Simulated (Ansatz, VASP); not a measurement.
**One calculation of Y, two programs**

```xyz
2
Lattice="3.4689 0.0000 0.0000 -1.7345 3.0042 0.0000 0.0000 0.0000 5.7474" Properties=species:S:1:pos:R:3 pbc="T T T"
Y     0.0000    2.0028    1.4368
Y     1.7345    1.0014    4.3106
```

Change from the starting cell: strain -0.050 along x and y, +0.000 along z, atoms carried along.

Alike in both runs: task single point; functional PBE; k mesh 18 × 18 × 8; occupations gaussian, width 0.15 eV; no spin polarisation.

|  | VASP | Ansatz |
| --- | --- | --- |
| version | VASP 6.6.1 | Ansatz 0.2.0 |
| potentials or method | VASP PAW PBE potentials, release 64 (Y_sv), cutoff 520 eV | scalar-relativistic, plane waves, PAW |
| valence electrons in the cell | 22 | 22 |

Ansatz gave:

- gap on the k mesh at the Fermi level (eV): none
- pressure (GPa): 4.2
- traceless stress, the component that is largest in VASP (GPa): -2.39

**Question.** What did VASP give for the same quantities?

**Answer.** gap on the k mesh at the Fermi level (eV): none; pressure (GPa): 4.1; traceless stress, the component that is largest in VASP (GPa): -2.38.

A gap of «none» marks a metal or a gap that the smearing closes. The functional is the same, so the differences come from potentials, cutoffs and numerics.
